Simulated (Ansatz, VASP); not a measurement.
One calculation of Pb, two programs

File INCAR:

```
ALGO = Normal ; EDIFF = 1E-6
ENCUT = 520 ; GGA = PE
ISIF = 2 ; ISMEAR = -1
LASPH = True ; LCHARG = False
LREAL = False ; LWAVE = False
NBANDS = 21 ; NELM = 80
PREC = Accurate ; SIGMA = 0.1
```

The input KPOINTS:

```
k-points
0
Gamma
  12 12 6
```

File POSCAR:

```
Pb
1.0
    3.6465548240      0.0000000000      0.0000000000
   -1.8232774120      3.1580091139      0.0000000000
    0.0000000000      0.0000000000      5.9793703290
Pb
2
Direct
    0.3333333333      0.6666666667      0.2500000000
    0.6666666667      0.3333333333      0.7500000000
```

Input for Ansatz:

```yaml
crystal:
  lattice:
    - [3.646554824, 0.0, 0.0]
    - [-1.823277412, 3.1580091139, 0.0]
    - [0.0, 0.0, 5.979370329]
  atoms:
    - { symbol: Pb, position: [0.3333333333, 0.6666666667, 0.25] }
    - { symbol: Pb, position: [0.6666666667, 0.3333333333, 0.75] }
hamiltonian:
  xc: pbe
  pseudopotentials:
    kind: paw
    azcp:
      Pb: "pseudopotentials/Pb.paw.azcp"
basis:
  ecutwfc: 420
  fft_grid_basis: typed
kpoints:
  mp_grid: { grid: [12, 12, 6], shift: [0, 0, 0] }
magnetization:
  spin_polarized: false
scf:
  occupations: { method: fermi_dirac, width: 0.1 }
  lower_state_search: "off"
output:
  stress: true
```

Alike in both runs: task single point; functional PBE; k mesh 12 × 12 × 6; occupations fermi-dirac, width 0.1 eV; no spin polarisation.

|  | VASP | Ansatz |
| --- | --- | --- |
| version | VASP 6.6.1 | Ansatz 0.2.0 |
| potentials or method | VASP PAW PBE potentials, release 64 (Pb_d), cutoff 520 eV | plane waves (420 eV) with PAW, scalar-relativistic |
| valence electrons in the cell | 28 | 28 |

|  | VASP | Ansatz | Ansatz less VASP |
| --- | --- | --- | --- |
| pressure (GPa) | -2.6 | -2.6 | +0.04 |
| traceless stress, the component that is largest in VASP (GPa) | 0.18 | 0.19 | 0.000 |

The functional is the same, so the differences come from potentials, cutoffs and numerics.

Spin-orbit coupling is off throughout.
